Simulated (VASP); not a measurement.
Write the native input for VASP 6.6.1 that does the following.

| Quantity | Value |
| --- | --- |
| Task | single point |
| Functional | PBEsol |
| Potentials or basis | VASP PAW PBE potentials, release 64 (Ge_d) |
| Cutoff | 520 eV |
| k mesh | 12 × 12 × 4 |
| Occupations | gaussian, width 0.1 eV |
| Spin | no spin polarisation |
| Dipole correction | no |
| Further INCAR settings | ALGO = Normal; EDIFF = 1e-06; NBANDS = 66 |

The structure of Ge lies in POSCAR:

```
Ge
1.0
    4.0041465831      0.0000000000      0.0000000000
   -2.0020732915      3.4676926614      0.0000000000
    0.0000000000      0.0000000000     13.1450444226
Ge
8
Direct
    0.0000000000      0.0000000000      0.4068077141
    0.0000000000      0.0000000000      0.5931922859
    0.0000000000      0.0000000000      0.9068077141
    0.0000000000      0.0000000000      0.0931922859
    0.3333333333      0.6666666667      0.3441392274
    0.6666666667      0.3333333333      0.6558607726
    0.6666666667      0.3333333333      0.8441392274
    0.3333333333      0.6666666667      0.1558607726
```

This isn't the form of Ge at room conditions, which is diamond.

One way to write it, as run:

INCAR

```
  PREC = Accurate
  ENCUT = 520
  EDIFF = 1E-6
  ISMEAR = 0
  SIGMA = 0.1
  LREAL = F
  LASPH = T
  NELM = 60
  ALGO = Normal
  ISIF = 2
  LWAVE = F
  LCHARG = F
  GGA = PS
  NBANDS = 66
  KPAR = 4
```

KPOINTS

```
regular mesh
0
Gamma
  12 12 4
```

Potentials or basis: VASP PAW PBE potentials, release 64 (Ge_d).

Command:

```sh
$ cat potpaw_PBE.64/Ge_d/POTCAR > POTCAR
$ mpirun -np 4 vasp_std > vasp.out
```

It gave:

```yaml
Pressure: -0.1 GPa
Band_gap_on_the_k_mesh: 0.01 eV (least direct gap 0.05 eV)
```

Caveat: the smearing spreads over this small gap; the PAW data sets were made with another functional, which shifts forces and pressure a little.

Run time: 110 s on 4 MPI ranks on Intel(R) Xeon(R) 6975P-C (Granite Rapids), with other jobs on the host, peak memory 0.58 GiB a rank.
